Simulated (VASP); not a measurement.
# InP (F-43m) in VASP: single point with HSE06

Aim: the single point of InP with HSE06.

Everything below comes from runs of VASP 6.6.1. Logs are shortened: lines on timing, memory, paths and dates and some standing lists are left out, and cuts for length are marked.

## (1) The cell of the first run

It takes space group F-43m (No. 216, cubic). The conventional cell has a = 5.746 Å, b = 5.746 Å, c = 5.746 Å, α = 90.00°, β = 90.00°, γ = 90.00°. In (site symmetry -43m) has 4 P at 2.49 Å within 3.3 Å. Within 3.3 Å of P (site symmetry -43m) lie 4 In at 2.49 Å.

## (2) Single point, HSE06 (strain -2.7%)

Contents of POSCAR:

```
InP
1.0
    0.0000000000      2.8728788579      2.8728788579
    2.8728788579      0.0000000000      2.8728788579
    2.8728788579      2.8728788579      0.0000000000
In P
1 1
Direct
    0.0000000000      0.0000000000      0.0000000000
    0.2500000000      0.2500000000      0.2500000000
```

Contents of INCAR.step1:

```
SYSTEM = InP
  PREC = Accurate
  ENCUT = 400
  EDIFF = 1E-5
  ISMEAR = 0
  SIGMA = 0.01
  LREAL = .False.
  LASPH = .True.
  NELM = 120
  ALGO = Normal
  ISIF = 2
  LWAVE = .True.
  LCHARG = .False.
  GGA = PE
  NBANDS = 16
  GGA_COMPAT = .False.
```

Contents of INCAR.step2:

```
SYSTEM = InP
  PREC = Accurate
  ENCUT = 400
  EDIFF = 1E-6
  ISMEAR = 0
  SIGMA = 0.01
  LREAL = .False.
  LASPH = .True.
  NELM = 120
  ALGO = Normal
  ISIF = 2
  LWAVE = .False.
  LCHARG = .False.
  GGA = PE
  LHFCALC = .True.
  HFSCREEN = 0.2079
  PRECFOCK = Normal
  ISTART = 1
  NBANDS = 16
  GGA_COMPAT = .False.
```

Contents of KPOINTS:

```
regular mesh
0
Gamma
  6 6 6
  0 0 0
```

Potentials or basis: VASP PAW PBE potentials, release 64 (In_d, P).

Started as:

```bash
$ cat potpaw_PBE.64/In_d/POTCAR potpaw_PBE.64/P/POTCAR > POTCAR
$ cp INCAR.step1 INCAR
$ mpirun -np 1 vasp_std > vasp.out
$ cp INCAR.step2 INCAR
$ mpirun -np 1 vasp_std > vasp.out
```

OUTCAR:

```text
SYSTEM = InP
   PREC = Accurate
   ENCUT = 400
   EDIFF = 1E-6
   ISMEAR = 0
   LREAL = .False.
   LASPH = .True.
   NELM = 120
   ISIF = 2
   GGA = PE
   LHFCALC = .True.
   HFSCREEN = 0.2079
   PRECFOCK = Normal
   ISTART = 1

 ion  position               nearest neighbor table
   1  0.000  0.000  0.000-   2 2.49   2 2.49   2 2.49   2 2.49
   2  0.250  0.250  0.250-   1 2.49   1 2.49   1 2.49   1 2.49

  LATTYP: Found a face centered cubic cell.
 ALAT       =     5.7457577158

  Lattice vectors:

 A1 = (   0.0000000000,   2.8728788579,   2.8728788579)
 A2 = (   2.8728788579,   0.0000000000,   2.8728788579)
 A3 = (   2.8728788579,   2.8728788579,   0.0000000000)

Analysis of symmetry for initial positions (statically):
=====================================================================
 Subroutine PRICEL returns:
 Original cell was already a primitive cell.

 Routine SETGRP: Setting up the symmetry group for a
 face centered cubic supercell.

 Subroutine GETGRP returns: Found 24 space group operations
 (whereof 24 operations were pure point group operations)
 out of a pool of 48 trial point group operations.

The static configuration has the point symmetry T_d .

Analysis of symmetry for dynamics (positions and initial velocities):
=====================================================================
 Subroutine PRICEL returns:
 Original cell was already a primitive cell.

 Routine SETGRP: Setting up the symmetry group for a
 face centered cubic supercell.

 Subroutine GETGRP returns: Found 24 space group operations
 (whereof 24 operations were pure point group operations)
 out of a pool of 48 trial point group operations.

The dynamic configuration has the point symmetry T_d .

 Subroutine INISYM returns: Found 24 space group operations
 (whereof 24 operations are pure point group operations),
 and found     1 'primitive' translations

----------------------------------------------------------------------------------------

                                     Primitive cell

  volume of cell :      47.4222

  direct lattice vectors                    reciprocal lattice vectors
     0.000000000  2.872878858  2.872878858    -0.174041449  0.174041449  0.174041449
     2.872878858  0.000000000  2.872878858     0.174041449 -0.174041449  0.174041449
     2.872878858  2.872878858  0.000000000     0.174041449  0.174041449 -0.174041449

  length of vectors
     4.062864244  4.062864244  4.062864244     0.301448633  0.301448633  0.301448633

  position of ions in fractional coordinates (direct lattice)
     0.000000000  0.000000000  0.000000000
     0.250000000  0.250000000  0.250000000

  ion indices of the primitive-cell ions
   primitive index   ion index
                 1           1
                 2           2

----------------------------------------------------------------------------------------

 KPOINTS: regular mesh

Automatic generation of k-mesh.
 Grid dimensions read from file:
 generate k-points for:    6    6    6

 Generating k-lattice:

  Cartesian coordinates                     Fractional coordinates (reciprocal lattice)
    -0.029006908  0.029006908  0.029006908     0.166666667  0.000000000  0.000000000
     0.029006908 -0.029006908  0.029006908     0.000000000  0.166666667  0.000000000
     0.029006908  0.029006908 -0.029006908     0.000000000  0.000000000  0.166666667

  Length of vectors
     0.050241439  0.050241439  0.050241439

  Shift w.r.t. Gamma in fractional coordinates (k-lattice)
     0.000000000  0.000000000  0.000000000

 Subroutine IBZKPT returns following result:
 ===========================================

 Found     16 irreducible k-points:

 Following reciprocal coordinates:
            Coordinates               Weight
  0.000000  0.000000  0.000000      1.000000
  0.166667  0.000000  0.000000      8.000000
  0.333333  0.000000  0.000000      8.000000
  0.500000  0.000000  0.000000      4.000000
  0.166667  0.166667  0.000000      6.000000
  0.333333  0.166667  0.000000     24.000000
[... 8 lines left out ...]
 -0.333333  0.333333  0.166667     24.000000
 -0.333333  0.500000  0.166667     12.000000
   k-points           NKPTS =     16   k-points in BZ     NKDIM =    216   number of bands    NBANDS=     16
   number of dos      NEDOS =    301   number of ions     NIONS =      2
   total plane-waves  NPLWV =  21952
   dimension x,y,z NGX =    28 NGY =   28 NGZ =   28
   dimension x,y,z NGXF=    56 NGYF=   56 NGZF=   56
   ions per type =               1   1
   NGX,Y,Z   is equivalent  to a cutoff of  11.46, 11.46, 11.46 a.u.
   NGXF,Y,Z  is equivalent  to a cutoff of  22.91, 22.91, 22.91 a.u.
 SYSTEM =  InP
   PREC   = accura    normal or accurate (medium, high low for compatibility)
   ISTART =      1    job   : 0-new  1-cont  2-samecut
   ICHARG =      0    charge: 1-file 2-atom 10-const
   ISPIN  =      1    spin polarized calculation?
   LNONCOLLINEAR =      F non collinear calculations
   LSORBIT =      F    spin-orbit coupling
   LASPH  =      T    aspherical Exc in radial PAW
   ENCUT  =  400.0 eV  29.40 Ry    5.42 a.u.   6.63  6.63  6.63*2*pi/ulx,y,z
   NELM   =    120;   NELMIN=  2; NELMDL=  0     # of ELM steps
   EDIFF  = 0.1E-05   stopping-criterion for ELM
   LREAL  =      F    real-space projection
   EDIFFG = 0.1E-04   stopping-criterion for IOM
   NSW    =      0    number of steps for IOM
   IBRION =     -1    ionic relax: 0-MD 1-quasi-New 2-CG
   NFREE  =      0    steps in history (QN), initial steepest desc. (CG)
   ISIF   =      2    stress and relaxation
   ISYM   =      3    0-nonsym 1-usesym 2-fastsym
   POTIM  = 0.5000    time-step for ionic-motion
   TEBEG  =    0.0;   TEEND  =   0.0 temperature during run
   PSTRESS=    0.0 pullay stress
   NELECT =      18.0000    total number of electrons
   NUPDOWN=      -1.0000    fix difference up-down
   EMIN   =  10.00;   EMAX   =-10.00  energy-range for DOS
   EFERMI =   0.00;   METHOD = LEGACY
   ISMEAR =     0;   SIGMA  =   0.01  broadening in eV -4-tet -1-fermi 0-gaus
   EFERMI_NEDOS =   21; number of points for ismear=-14 and -15
   IALGO  =     38    algorithm
   IMIX   =      1    mixing-type and parameters
     AMIX     =   0.40;   BMIX     =  1.00
     AMIX_MAG =   1.60;   BMIX_MAG =  1.00
  volume/ion in A,a.u.               =      23.71       160.01
  Fermi-wavevector in a.u.,A,eV,Ry     =   1.185327  2.239944 19.116202  1.405001
  Thomas-Fermi vector in A             =   2.321523
   LORBIT       =      0    0 simple, 1 ext, 2 COOP (PROOUT), +10 PAW based schemes
   GGA     = PE    functional components
   LHFCALC =     T    Hartree Fock is set to
   PRECFOCK=normal    Normal, Fast or Accurate (Low or Medium for compatibility)
   ENCUT4O =  -1.0   cutoff for four orbital integrals eV
   NKREDX  =     1    reduce k-point grid by
   NKREDY  =     1    reduce k-point grid by
   NKREDZ  =     1    reduce k-point grid by
   AEXX    =    0.2500 exact exchange contribution
   HFSCREEN=    0.2079 screening length (either q_TF or 0.3 A-1)
   HFSCREENC=   0.2079 screening length for correlation (either q_TF or 0.3 A-1)
   ENCUTFOCK=  -1.0 apply spherical cutoff to Coloumb kernel
   IVDW    =     0    specifies the selected vdW correction
   LEPSILON=     F    determine dielectric tensor
   LRPA    =     F    only Hartree local field effects (RPA)
 non-spin polarized calculation
 Gauss-broadening in eV      SIGMA  =   0.01
  energy-cutoff  :      400.00
  volume of cell :       47.42
 maximum number of plane-waves:       881
 NGX is ok and might be reduce to    28
  NGX = 20; NGY = 20; NGZ = 20

 number of electron      18.0000007 magnetization

 Free energy of the ion-electron system (eV)
  ---------------------------------------------------
  ext. energy  EPLUGINS =         0.00000000
  ---------------------------------------------------
  free energy    TOTEN  =        -9.90998450 eV

  energy without entropy =       -9.90998450  energy(sigma->0) =       -9.90998450

 E-fermi :   5.5143     XC(G=0):  -7.9393

 val. band max:        5.4377487537   @ k =   0.0000   0.0000   0.0000
 cond. band min:       7.2960446502   @ k =   0.0000   0.0000   0.0000
 fundamental gap:      1.8582958966
 Fermi energy:         5.5143025687

 k-point     1 :       0.0000    0.0000    0.0000
  band No.  band energies     occupation
      1     -10.5605      2.00000
      2     -10.5605      2.00000
      3     -10.5605      2.00000
      4     -10.3659      2.00000
      5     -10.3659      2.00000
      6      -7.7576      2.00000
[... 8 lines left out ...]
     15      16.0557      0.00000
     16      16.0557      0.00000

 k-point     2 :       0.1667    0.0000    0.0000
  band No.  band energies     occupation
      1     -10.6005      2.00000
      2     -10.5451      2.00000
      3     -10.5451      2.00000
      4     -10.3655      2.00000
      5     -10.3655      2.00000
      6      -7.3838      2.00000
[... 8 lines left out ...]
     15      15.0865      0.00000
     16      16.1181      0.00000

 k-point     3 :       0.3333    0.0000    0.0000
  band No.  band energies     occupation
      1     -10.6733      2.00000
      2     -10.5201      2.00000
      3     -10.5201      2.00000
      4     -10.3582      2.00000
      5     -10.3581      2.00000
      6      -6.4100      2.00000
[... 8 lines left out ...]
     15      15.6823      0.00000
     16      15.6823      0.00000

 k-point     4 :       0.5000    0.0000    0.0000
  band No.  band energies     occupation
      1     -10.7070      2.00000
      2     -10.5116      2.00000
      3     -10.5116      2.00000
      4     -10.3504      2.00000
      5     -10.3504      2.00000
      6      -5.6640      2.00000
[... 8 lines left out ...]
     15      17.4442      0.00000
     16      17.4442      0.00000
[... 172 lines left out ...]
 k-point    14 :       0.5000    0.3333    0.1667
  band No.  band energies     occupation
      1     -10.7224      2.00000
      2     -10.4918      2.00000
      3     -10.4699      2.00000
      4     -10.3914      2.00000
      5     -10.3445      2.00000
      6      -5.6496      2.00000
[... 8 lines left out ...]
     15      18.0678      0.00000
     16      18.7443      0.00000

 k-point    15 :      -0.3333    0.3333    0.1667
  band No.  band energies     occupation
      1     -10.7342      2.00000
      2     -10.4919      2.00000
      3     -10.4566      2.00000
      4     -10.3844      2.00000
      5     -10.3507      2.00000
      6      -5.0494      2.00000
[... 8 lines left out ...]
     15      17.9591      0.00000
     16      18.5864      0.00000

 k-point    16 :      -0.3333    0.5000    0.1667
  band No.  band energies     occupation
      1     -10.7570      2.00000
      2     -10.4692      2.00000
      3     -10.4406      2.00000
      4     -10.4026      2.00000
      5     -10.3404      2.00000
      6      -4.7990      2.00000
[... 8 lines left out ...]
     15      18.2180      0.00000
     16      18.9834      0.00000

------------------------ aborting loop because EDIFF is reached ----------------------------------------

  FORCE on cell =-STRESS in cart. coord.  units (eV):
  Direction    XX          YY          ZZ          XY          YZ          ZX
  --------------------------------------------------------------------------------------
  -------------------------------------------------------------------------------------
  Total        1.8976365      1.8976365      1.8976365      0.0000000      0.0000000      0.0000000
  in kB       64.1123465     64.1123465     64.1123465      0.0000000      0.0000000      0.0000000
  external PRESSURE =      64.1123465 kB  Pullay stress =       0.0000000 kB

 VOLUME and BASIS-vectors are now :
 -----------------------------------------------------------------------------
  energy-cutoff  :      400.00
  volume of cell :       47.42
      direct lattice vectors                 reciprocal lattice vectors
     0.000000000  2.872878858  2.872878858    -0.174041449  0.174041449  0.174041449
     2.872878858  0.000000000  2.872878858     0.174041449 -0.174041449  0.174041449
     2.872878858  2.872878858  0.000000000     0.174041449  0.174041449 -0.174041449

 POSITION                                       TOTAL-FORCE (eV/Angst)
 -----------------------------------------------------------------------------------
      0.00000      0.00000      0.00000         0.000000     -0.000000      0.000000
      1.43644      1.43644      1.43644        -0.000000      0.000000     -0.000000
 -----------------------------------------------------------------------------------
    total drift:                                0.000103      0.000092      0.000058

  FREE ENERGIE OF THE ION-ELECTRON SYSTEM (eV)
  ---------------------------------------------------
  free  energy   TOTEN  =        -9.9099844984 eV

  energy  without entropy=       -9.9099844984  energy(sigma->0) =       -9.90998450
```

Run time: 30 min. Hardware: 1 thread of Intel Xeon Platinum 8488C (Sapphire Rapids), shared host; peak memory 0.27 GiB.

What came out:

```yaml
Free_energy: -9.9100 eV
Pressure: 6.4 GPa
Band_gap_on_the_k_mesh: 1.86 eV
```

Levels at points of the mesh, in eV from the valence-band top:
| k point | band 5 | band 6 | band 7 | band 8 | band 9 | band 10 | band 11 | band 12 | band 13 | band 14 |
| --- | --- | --- | --- | --- | --- | --- | --- | --- | --- | --- |
| (0.00, 0.00, 0.00) | -15.80 | -13.20 | 0.00 | 0.00 | 0.00 | 1.86 | 4.92 | 4.92 | 4.92 | 9.91 |
| (0.50, 0.00, 0.00) | -15.79 | -11.10 | -6.61 | -1.16 | -1.16 | 2.42 | 5.66 | 5.66 | 8.14 | 10.92 |
| (0.50, 0.50, 0.00) | -15.76 | -10.32 | -6.53 | -2.77 | -2.77 | 2.26 | 2.98 | 10.85 | 11.34 | 11.34 |

Caveat: the cell differs from its parent crystal (strain -2.7%); the cell stands under pressure; the PAW data sets were made with another functional, which shifts forces and pressure a little; spin-orbit coupling is left out, which moves the levels of the heavy elements.
